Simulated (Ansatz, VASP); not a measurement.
# Two plane-wave programs on BiH

```xyz
2
Lattice="-1.6479 1.6479 4.2915 1.6479 -1.6479 4.2915 1.6479 1.6479 -4.2915" Properties=species:S:1:pos:R:3 pbc="T T T"
Bi    0.0000    0.0000   -0.9218
H     0.0000    0.0000    5.8313
```

Change from the starting cell: species swapped into the SnP type (I4mm, No. 107).

Alike in both runs: functional PBE; k mesh 24 × 24 × 24; occupations gaussian, width 0.1 eV; no spin polarisation.

Ansatz relaxed the structure, and its values are those at the end. VASP's run is a single point on that final structure, the one shown.

|  | VASP | Ansatz |
| --- | --- | --- |
| version | VASP 6.6.1 | Ansatz 0.2.0 |
| potentials or method | VASP PAW PBE potentials, release 64 (Bi_d, H), cutoff 520 eV | scalar-relativistic, plane waves, PAW |
| valence electrons in the cell | 16 | 16 |

|  | VASP | Ansatz | Ansatz less VASP |
| --- | --- | --- | --- |
| gap on the k mesh at the Fermi level (eV) | none | none | - |
| pressure (GPa) | -0.1 | 0.0 | +0.08 |
| rms of the force components (eV/Å) | 0.004 | 0.004 | -0.0002 |

A gap of «none» marks a metal or a gap that the smearing closes.

Neither program's run includes spin-orbit coupling.
